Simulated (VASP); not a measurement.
A run of VASP 6.6.1:

File INCAR:

```
SYSTEM = Ru
PREC = Accurate
ENCUT = 500
EDIFF = 1E-7
ISMEAR = -1
SIGMA = 0.1
LREAL = .False.
LASPH = .True.
NELM = 120
ALGO = Normal
ISIF = 3
LWAVE = .False.
LCHARG = .False.
GGA = PE
IBRION = 2
NSW = 60
EDIFFG = -0.005
PSTRESS = 440.0
GGA_COMPAT = .False.
NELMIN = 4
```

KPOINTS

```
Automatic mesh
0
Gamma
  17 17 9
  0 0 0
```

The input POSCAR:

```
Ru
1.0
    2.6231457423      0.0000000000      0.0000000000
   -1.3115728712      2.2717108506      0.0000000000
    0.0000000000      0.0000000000      4.2494961025
Ru
2
Direct
    0.3333333333      0.6666666667      0.2500000000
    0.6666666667      0.3333333333      0.7500000000
```

Potentials or basis: VASP PAW PBE potentials, release 64 (Ru_pv).

The run is started by

```sh
$ cat potpaw_PBE.64/Ru_pv/POTCAR > POTCAR
$ mpirun -np 1 vasp_std > vasp.out
```

Hardware: 1 thread of Intel(R) Xeon(R) 6975P-C (Granite Rapids) (shared host).

**Question.** Estimate the wall time of this run.

**Answer.** Wall time 5.3 min on 1 thread of Intel(R) Xeon(R) 6975P-C (Granite Rapids) (shared host), peak memory 0.18 GiB. Counts: scf iterations 85, k points 165, ion steps 11.
